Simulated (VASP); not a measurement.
Here is a VASP 6.6.1 calculation.

POSCAR

```
NaCaBr3
1.0
    5.5261502491      0.0000000000      0.0000000000
    0.0000000000      5.5261502491      0.0000000000
    0.0000000000      0.0000000000      5.5261502491
Na Ca Br
1 1 3
Direct
    0.0000000000      0.0000000000      0.0000000000
    0.5000000000      0.5000000000      0.5000000000
    0.5000000000      0.5000000000      0.0000000000
    0.5000000000      0.0000000000      0.5000000000
    0.0000000000      0.5000000000      0.5000000000
```

INCAR.step1

```
PREC = Accurate ; ENCUT = 520
ISMEAR = 0 ; SIGMA = 0.01
LREAL = False ; LASPH = True
NELM = 80 ; NBANDS = 27
GGA = PE ; ALGO = Normal
EDIFF = 1E-4 ; LWAVE = True
LCHARG = False
```

File INCAR.step2:

```
PREC = Accurate ; ENCUT = 520
EDIFF = 1E-6 ; ISMEAR = 0
SIGMA = 0.01 ; LREAL = False
LASPH = True ; NELM = 80
ALGO = Normal ; ISIF = 2
LWAVE = False ; LCHARG = False
METAGGA = R2SCAN ; LMIXTAU = True
NBANDS = 27 ; ISTART = 1
```

File KPOINTS:

```
regular mesh
0
Gamma
  4 4 4
```

Potentials or basis: VASP PAW PBE potentials, release 64 (Na_pv, Ca_sv, Br).

The run is started by

```bash
$ cat potpaw_PBE.64/Na_pv/POTCAR potpaw_PBE.64/Ca_sv/POTCAR potpaw_PBE.64/Br/POTCAR > POTCAR
$ cp INCAR.step1 INCAR
$ mpirun -np 1 vasp_std > vasp.out
$ cp INCAR.step2 INCAR
$ mpirun -np 1 vasp_std > vasp.out
```

Q: Predict the band gap on the k mesh.

A: 3.81 eV (least direct gap 4.16 eV).

Q: Estimate the pressure.

A: 1.7 GPa.

Caveat: the PAW data sets were made with another functional, which shifts forces and pressure a little. A k mesh can miss the band edges.
